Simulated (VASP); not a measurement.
Crystal: MgO.

```
Mg O
1.0
     2.62335    0.00000    0.00000
     0.00000    2.62335    0.00000
     0.00000    0.00000    2.62335
Mg O
1 1
Direct
  0.00000 0.00000 0.00000
  0.50000 0.50000 0.50000
```

Base run:

```yaml
Program: VASP 6.6.1
Functional: r2SCAN
Potentials_or_basis: VASP PAW PBE potentials, release 64 (Mg, O)
Cutoff: 520 eV
k_mesh: 8 × 8 × 8
Occupations: gaussian, width 0.01 eV
Spin: no spin polarisation
```

Its results: band gap on the k mesh 3.45 eV (least direct gap 4.51 eV); pressure -1.2 GPa.

Problem. The run is repeated on the same cell with these changes: functional from r2SCAN to PBE. What comes out?

Solution. Band gap on the k mesh 2.62 eV (least direct gap 3.64 eV); pressure 5.5 GPa.

Caveats: the PAW data sets were made with another functional, which shifts forces and pressure a little (at least some runs); the cell stands under pressure (at least some runs).

A k mesh can miss the band edges.
